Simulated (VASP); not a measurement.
# CdSe (Fm-3m) in VASP: further runs

CdSe is run at these levels: PBE, PBE-based screened hybrid with 10 % exact exchange; tasks: single point.

All numbers are computed with VASP 6.6.1; they aren't measurements. Logs are shortened: lines on timing, memory, paths and dates and some standing lists are left out, and cuts for length are marked.

## Step 1: The cell of the first run

It takes space group Fm-3m (No. 225, cubic). The conventional cell has a = 5.686 Å, b = 5.686 Å, c = 5.686 Å, α = 90.00°, β = 90.00°, γ = 90.00°. Cd (site symmetry m-3m) has 6 Se at 2.84 Å within 3.7 Å. Within 3.7 Å of Se (site symmetry m-3m) lie 6 Cd at 2.84 Å.

## Step 2: Single point, PBE

INCAR reads:

```
ALGO     = Normal         # electronic algorithm
EDIFF    = 1E-6           # SCF threshold, eV
ENCUT    = 520            # plane-wave cutoff, eV
GGA      = PE             # functional
ISIF     = 2              # what is computed and relaxed
ISMEAR   = 1              # smearing method
LASPH    = True           # aspherical terms in the spheres
LCHARG   = True           # write CHGCAR
LELF     = True           # ELF
LREAL    = False          # projectors in reciprocal space
LVHAR    = True         
LWAVE    = False          # write WAVECAR
NBANDS   = 16             # bands
NELM     = 100            # most SCF steps
PREC     = Accurate       # precision mode
SIGMA    = 0.2            # smearing width, eV
```

KPOINTS reads:

```
k-points
0
Gamma
  6 6 6
```

POSCAR reads:

```
CdSe
1.0
    0.0000000000      2.8429458735      2.8429458735
    2.8429458735      0.0000000000      2.8429458735
    2.8429458735      2.8429458735      0.0000000000
Cd Se
1 1
Direct
    0.0000000000      0.0000000000      0.0000000000
    0.5000000000      0.5000000000      0.5000000000
```

Potentials or basis: VASP PAW PBE potentials, release 64 (Cd, Se).

On the command line:

```sh
> cat potpaw_PBE.64/Cd/POTCAR potpaw_PBE.64/Se/POTCAR > POTCAR
> mpirun -np 1 vasp_std > vasp.out
```

OUTCAR:

```text
EDIFF = 1E-6
   ENCUT = 520
   GGA = PE
   ISIF = 2
   ISMEAR = 1
   LASPH = True
   LREAL = False
   NELM = 100
   PREC = Accurate

 ion  position               nearest neighbor table
   1  0.000  0.000  0.000-   2 2.84   2 2.84   2 2.84   2 2.84   2 2.84   2 2.84
   2  0.500  0.500  0.500-   1 2.84   1 2.84   1 2.84   1 2.84   1 2.84   1 2.84

  LATTYP: Found a face centered cubic cell.
 ALAT       =     5.6858917470

  Lattice vectors:

 A1 = (   0.0000000000,   2.8429458735,   2.8429458735)
 A2 = (   2.8429458735,   0.0000000000,   2.8429458735)
 A3 = (   2.8429458735,   2.8429458735,   0.0000000000)

Analysis of symmetry for initial positions (statically):
=====================================================================
 Subroutine PRICEL returns:
 Original cell was already a primitive cell.

 Routine SETGRP: Setting up the symmetry group for a
 face centered cubic supercell.

 Subroutine GETGRP returns: Found 48 space group operations
 (whereof 48 operations were pure point group operations)
 out of a pool of 48 trial point group operations.

The static configuration has the point symmetry O_h .

Analysis of symmetry for dynamics (positions and initial velocities):
=====================================================================
 Subroutine PRICEL returns:
 Original cell was already a primitive cell.

 Routine SETGRP: Setting up the symmetry group for a
 face centered cubic supercell.

 Subroutine GETGRP returns: Found 48 space group operations
 (whereof 48 operations were pure point group operations)
 out of a pool of 48 trial point group operations.

The dynamic configuration has the point symmetry O_h .

 Subroutine INISYM returns: Found 48 space group operations
 (whereof 48 operations are pure point group operations),
 and found     1 'primitive' translations

----------------------------------------------------------------------------------------

                                     Primitive cell

  volume of cell :      45.9553

  direct lattice vectors                    reciprocal lattice vectors
     0.000000000  2.842945874  2.842945874    -0.175873908  0.175873908  0.175873908
     2.842945874  0.000000000  2.842945874     0.175873908 -0.175873908  0.175873908
     2.842945874  2.842945874  0.000000000     0.175873908  0.175873908 -0.175873908

  length of vectors
     4.020532611  4.020532611  4.020532611     0.304622544  0.304622544  0.304622544

  position of ions in fractional coordinates (direct lattice)
     0.000000000  0.000000000  0.000000000
     0.500000000  0.500000000  0.500000000

  ion indices of the primitive-cell ions
   primitive index   ion index
                 1           1
                 2           2

----------------------------------------------------------------------------------------

 KPOINTS: k-points

Automatic generation of k-mesh.
 Grid dimensions read from file:
 generate k-points for:    6    6    6

 Generating k-lattice:

  Cartesian coordinates                     Fractional coordinates (reciprocal lattice)
    -0.029312318  0.029312318  0.029312318     0.166666667  0.000000000  0.000000000
     0.029312318 -0.029312318  0.029312318     0.000000000  0.166666667  0.000000000
     0.029312318  0.029312318 -0.029312318     0.000000000  0.000000000  0.166666667

  Length of vectors
     0.050770424  0.050770424  0.050770424

  Shift w.r.t. Gamma in fractional coordinates (k-lattice)
     0.000000000  0.000000000  0.000000000

 Subroutine IBZKPT returns following result:
 ===========================================

 Found     16 irreducible k-points:

 Following reciprocal coordinates:
            Coordinates               Weight
  0.000000  0.000000  0.000000      1.000000
  0.166667  0.000000  0.000000      8.000000
  0.333333  0.000000  0.000000      8.000000
  0.500000  0.000000  0.000000      4.000000
  0.166667  0.166667  0.000000      6.000000
  0.333333  0.166667  0.000000     24.000000
[... 8 lines left out ...]
 -0.333333  0.333333  0.166667     24.000000
 -0.333333  0.500000  0.166667     12.000000
   k-points           NKPTS =     16   k-points in BZ     NKDIM =     16   number of bands    NBANDS=     16
   number of dos      NEDOS =    301   number of ions     NIONS =      2
   total plane-waves  NPLWV =  27000
   dimension x,y,z NGX =    30 NGY =   30 NGZ =   30
   dimension x,y,z NGXF=    60 NGYF=   60 NGZF=   60
   ions per type =               1   1
   NGX,Y,Z   is equivalent  to a cutoff of  12.40, 12.40, 12.40 a.u.
   NGXF,Y,Z  is equivalent  to a cutoff of  24.81, 24.81, 24.81 a.u.
 SYSTEM =  unknown system
   PREC   = accura    normal or accurate (medium, high low for compatibility)
   ISTART =      0    job   : 0-new  1-cont  2-samecut
   ICHARG =      2    charge: 1-file 2-atom 10-const
   ISPIN  =      1    spin polarized calculation?
   LNONCOLLINEAR =      F non collinear calculations
   LSORBIT =      F    spin-orbit coupling
   LASPH  =      T    aspherical Exc in radial PAW
   ENCUT  =  520.0 eV  38.22 Ry    6.18 a.u.   7.48  7.48  7.48*2*pi/ulx,y,z
   NELM   =    100;   NELMIN=  2; NELMDL= -5     # of ELM steps
   EDIFF  = 0.1E-05   stopping-criterion for ELM
   LREAL  =      F    real-space projection
   EDIFFG = 0.1E-04   stopping-criterion for IOM
   NSW    =      0    number of steps for IOM
   IBRION =     -1    ionic relax: 0-MD 1-quasi-New 2-CG
   NFREE  =      0    steps in history (QN), initial steepest desc. (CG)
   ISIF   =      2    stress and relaxation
   ISYM   =      2    0-nonsym 1-usesym 2-fastsym
   POTIM  = 0.5000    time-step for ionic-motion
   TEBEG  =    0.0;   TEEND  =   0.0 temperature during run
   PSTRESS=    0.0 pullay stress
   NELECT =      18.0000    total number of electrons
   NUPDOWN=      -1.0000    fix difference up-down
   EMIN   =  10.00;   EMAX   =-10.00  energy-range for DOS
   EFERMI =   0.00;   METHOD = LEGACY
   ISMEAR =     1;   SIGMA  =   0.20  broadening in eV -4-tet -1-fermi 0-gaus
   EFERMI_NEDOS =   21; number of points for ismear=-14 and -15
   IALGO  =     38    algorithm
   IMIX   =      4    mixing-type and parameters
     AMIX     =   0.40;   BMIX     =  1.00
     AMIX_MAG =   1.60;   BMIX_MAG =  1.00
  volume/ion in A,a.u.               =      22.98       155.06
  Fermi-wavevector in a.u.,A,eV,Ry     =   1.197808  2.263528 19.520865  1.434743
  Thomas-Fermi vector in A             =   2.333713
   LORBIT       =      0    0 simple, 1 ext, 2 COOP (PROOUT), +10 PAW based schemes
   GGA     = PE    functional components
   LHFCALC =     F    Hartree Fock is set to
   AEXX    =    0.0000 exact exchange contribution
   IVDW    =     0    specifies the selected vdW correction
   LEPSILON=     F    determine dielectric tensor
   LRPA    =     F    only Hartree local field effects (RPA)
 non-spin polarized calculation
 Methfessel and Paxton  Order N= 1 SIGMA  =   0.20
  energy-cutoff  :      520.00
  volume of cell :       45.96
 maximum number of plane-waves:      1258
 NGX is ok and might be reduce to    30
   NGX = 15   NGY = 15   NGZ = 15

 number of electron      17.9999999 magnetization

 Free energy of the ion-electron system (eV)
  ---------------------------------------------------
  ext. energy  EPLUGINS =         0.00000000
  ---------------------------------------------------
  free energy    TOTEN  =        -5.18920640 eV

  energy without entropy =       -5.19004489  energy(sigma->0) =       -5.18948590

 E-fermi :   2.5880     XC(G=0): -10.1549

 val. band max:        2.5119085280   @ k =   0.5000   0.0000   0.0000
 cond. band min:       2.7644463141   @ k =   0.0000   0.0000   0.0000
 fundamental gap:      0.2525377861
 Fermi energy:         2.5880135889

 k-point     1 :       0.0000    0.0000    0.0000
  band No.  band energies     occupation
      1     -10.5313      2.00000
      2      -5.4230      2.00000
      3      -5.4230      2.00000
      4      -5.4059      2.00000
      5      -5.4059      2.00000
      6      -5.4059      2.00000
[... 8 lines left out ...]
     15      12.4920      0.00000
     16      12.4940      0.00000

 k-point     2 :       0.1667    0.0000    0.0000
  band No.  band energies     occupation
      1     -10.3255      2.00000
      2      -5.4839      2.00000
      3      -5.4839      2.00000
      4      -5.4255      2.00000
      5      -5.3705      2.00000
      6      -5.3705      2.00000
[... 8 lines left out ...]
     15      12.1844      0.00000
     16      12.1844      0.00000

 k-point     3 :       0.3333    0.0000    0.0000
  band No.  band energies     occupation
      1      -9.8438      2.00000
      2      -5.6051      2.00000
      3      -5.6051      2.00000
      4      -5.5020      2.00000
      5      -5.2944      2.00000
      6      -5.2944      2.00000
[... 8 lines left out ...]
     15      13.7440      0.00000
     16      13.7440      0.00000

 k-point     4 :       0.5000    0.0000    0.0000
  band No.  band energies     occupation
      1      -9.5505      2.00000
      2      -5.6637      2.00000
      3      -5.6637      2.00000
      4      -5.5800      2.00000
      5      -5.2556      2.00000
      6      -5.2556      2.00000
[... 8 lines left out ...]
     15      15.5094      0.00000
     16      15.5094      0.00000
[... 172 lines left out ...]
 k-point    14 :       0.5000    0.3333    0.1667
  band No.  band energies     occupation
      1      -9.6943      2.00000
      2      -5.5249      2.00000
      3      -5.4532      2.00000
      4      -5.4368      2.00000
      5      -5.2639      2.00000
      6      -5.1711      2.00000
[... 8 lines left out ...]
     15      15.9679      0.00000
     16      16.5685      0.00000

 k-point    15 :      -0.3333    0.3333    0.1667
  band No.  band energies     occupation
      1      -9.5729      2.00000
      2      -5.5681      2.00000
      3      -5.4253      2.00000
      4      -5.4052      2.00000
      5      -5.2291      2.00000
      6      -5.0354      2.00000
[... 8 lines left out ...]
     15      14.3557      0.00000
     16      17.0383      0.00000

 k-point    16 :      -0.3333    0.5000    0.1667
  band No.  band energies     occupation
      1      -9.6119      2.00000
      2      -5.4770      2.00000
      3      -5.4674      2.00000
      4      -5.3120      2.00000
      5      -5.2008      2.00000
      6      -4.7922      2.00000
[... 8 lines left out ...]
     15      15.7231      0.00000
     16      17.5551      0.00000

------------------------ aborting loop because EDIFF is reached ----------------------------------------

  FORCE on cell =-STRESS in cart. coord.  units (eV):
  Direction    XX          YY          ZZ          XY          YZ          ZX
  --------------------------------------------------------------------------------------
  -------------------------------------------------------------------------------------
  Total        0.6147237      0.6147237      0.6147237     -0.0000000      0.0000000      0.0000000
  in kB       21.4316093     21.4316093     21.4316093     -0.0000000      0.0000000      0.0000000
  external PRESSURE =      21.4316093 kB  Pullay stress =       0.0000000 kB

 VOLUME and BASIS-vectors are now :
 -----------------------------------------------------------------------------
  energy-cutoff  :      520.00
  volume of cell :       45.96
      direct lattice vectors                 reciprocal lattice vectors
     0.000000000  2.842945874  2.842945874    -0.175873908  0.175873908  0.175873908
     2.842945874  0.000000000  2.842945874     0.175873908 -0.175873908  0.175873908
     2.842945874  2.842945874  0.000000000     0.175873908  0.175873908 -0.175873908

 POSITION                                       TOTAL-FORCE (eV/Angst)
 -----------------------------------------------------------------------------------
      0.00000      0.00000      0.00000         0.000000      0.000000      0.000000
      2.84295      2.84295      2.84295        -0.000000     -0.000000     -0.000000
 -----------------------------------------------------------------------------------
    total drift:                               -0.000000      0.000000      0.000000

  FREE ENERGIE OF THE ION-ELECTRON SYSTEM (eV)
  ---------------------------------------------------
  free  energy   TOTEN  =        -5.1892064050 eV

  energy  without entropy=       -5.1900448907  energy(sigma->0) =       -5.18948590
```

It took 6.6 s on 1 thread of Intel Xeon 6975P-C (Granite Rapids), shared host; peak memory 0.16 GiB.

What came out:

```
Free energy            : -5.1892 eV
Pressure               : 2.1 GPa
Band gap on the k mesh : zero (bands 9 and 10 overlap by 0.41 eV)
```

Caveat: semilocal functionals underestimate gaps, so a narrow gap can read as zero.

## Step 3: Single point, PBE

INCAR reads:

```
  PREC = Accurate
  ENCUT = 520
  EDIFF = 1E-7
  ISMEAR = 0
  SIGMA = 0.2
  LREAL = F
  LASPH = T
  NELM = 60
  ALGO = Normal
  ISIF = 2
  LWAVE = F
  LCHARG = F
  GGA = PE
  NBANDS = 16
```

KPOINTS reads:

```
regular mesh
0
Gamma
  6 6 6
```

POSCAR is that of step 2.

Potentials or basis: VASP PAW PBE potentials, release 64 (Cd, Se).

On the command line:

```sh
> cat potpaw_PBE.64/Cd/POTCAR potpaw_PBE.64/Se/POTCAR > POTCAR
> mpirun -np 1 vasp_std > vasp.out
```

Run time: 7.1 s. Hardware: 1 thread of Intel Xeon 6975P-C (Granite Rapids), shared host; peak memory 0.16 GiB.

Results (log left out):

```
Free energy            : -5.1953 eV
Pressure               : 2.2 GPa
Band gap on the k mesh : zero (bands 9 and 10 overlap by 0.41 eV)
```

Levels at points of the mesh, in eV from the Fermi level:
```csv
k point,band 7,band 8,band 9,band 10,band 11,band 12
"(0.00, 0.00, 0.00)",-0.77,-0.77,-0.77,0.09,8.55,8.55
"(0.50, 0.00, 0.00)",-5.21,-0.16,-0.16,2.89,5.15,5.15
"(0.50, 0.50, 0.00)",-4.40,-2.28,-2.28,-0.57,5.31,9.83
```

Caveat: semilocal functionals underestimate gaps, so a narrow gap can read as zero.

## Step 4: Single point, PBE-based screened hybrid with 10 % exact exchange

POSCAR is that of step 3.

INCAR.step1 reads:

```
SYSTEM = CdSe
ALGO     = Normal         ! electronic algorithm
EDIFF    = 1E-5           ! SCF threshold, eV
ENCUT    = 520            ! plane-wave cutoff, eV
GGA      = PE             ! functional
ISIF     = 2              ! what is computed and relaxed
ISMEAR   = -1             ! smearing method
LASPH    = .TRUE.         ! aspherical terms in the spheres
LREAL    = .FALSE.        ! projectors in reciprocal space
LWAVE    = .TRUE.         ! write WAVECAR
NBANDS   = 16             ! bands
NELM     = 80             ! most SCF steps
PREC     = Accurate       ! precision mode
SIGMA    = 0.02           ! smearing width, eV
```

INCAR.step2 reads:

```
SYSTEM = CdSe
AEXX     = 0.1            ! exact-exchange fraction
ALGO     = Normal         ! electronic algorithm
EDIFF    = 1E-7           ! SCF threshold, eV
ENCUT    = 520            ! plane-wave cutoff, eV
GGA      = PE             ! functional
HFSCREEN = 0.3            ! screening, 1/A
ISIF     = 2              ! what is computed and relaxed
ISMEAR   = -1             ! smearing method
ISTART   = 1            
LASPH    = .TRUE.         ! aspherical terms in the spheres
LCHARG   = .TRUE.         ! write CHGCAR
LELF     = .TRUE.         ! ELF
LHFCALC  = .TRUE.         ! exact exchange
LREAL    = .FALSE.        ! projectors in reciprocal space
LVHAR    = .TRUE.       
LWAVE    = .FALSE.        ! write WAVECAR
NBANDS   = 16             ! bands
NELM     = 80             ! most SCF steps
PREC     = Accurate       ! precision mode
PRECFOCK = Normal       
SIGMA    = 0.02           ! smearing width, eV
```

KPOINTS reads:

```
k-points
0
G
  4 4 4
  0 0 0
```

On the command line:

```sh
> cat potpaw_PBE.64/Cd/POTCAR potpaw_PBE.64/Se/POTCAR > POTCAR
> cp INCAR.step1 INCAR
> mpirun -np 1 vasp_std > vasp.out
> cp INCAR.step2 INCAR
> mpirun -np 1 vasp_std > vasp.out
```

Wall time 3.5 min (1 thread of Intel Xeon 6975P-C (Granite Rapids), shared host); peak memory 0.27 GiB.

The run converged. Its results:

| Quantity | Value |
| --- | --- |
| Free energy | -5.5368 eV |
| Pressure | 1.8 GPa |
| Band gap on the k mesh | zero (bands 9 and 10 overlap by 0.15 eV) |

Levels at points of the mesh, in eV from the Fermi level:
```tsv
k point	band 7	band 8	band 9	band 10	band 11	band 12
(0.00, 0.00, 0.00)	-0.62	-0.62	-0.62	0.55	9.02	9.02
(0.50, 0.00, 0.00)	-5.18	-0.01	-0.01	3.32	5.61	5.61
(0.50, 0.50, 0.00)	-4.35	-2.17	-2.17	-0.16	5.72	10.42
```

Caveat: the k points lie up to 0.48 Å⁻¹ apart; the PAW data sets were made with another functional, which shifts forces and pressure a little.

## Step 5: Overview

```tsv
level	k mesh	smearing	grid for exact exchange (PRECFOCK)	share of exact exchange	screening parameter	gap on the mesh (eV)	pressure (GPa)
PBE	6 × 6 × 6	methfessel-paxton 0.2 eV	-	-	-	none	2.1
PBE	6 × 6 × 6	gaussian 0.2 eV	-	-	-	none	2.2
PBE-based screened hybrid with 10 % exact exchange	4 × 4 × 4	fermi-dirac 0.02 eV	Normal	0.1	0.3 1/Å	none	1.8
```

Alike in all rows: task single point; potentials or basis VASP PAW PBE potentials, release 64 (Cd, Se); no spin polarisation; cell as given; cutoff (eV) 520.

Caveats: some runs use coarse meshes; semilocal functionals underestimate gaps, so a narrow gap can read as zero (at least some runs); the PAW data sets were made with another functional, which shifts forces and pressure a little (at least some runs).

Absolute energies hang on the potentials; compare differences alone.
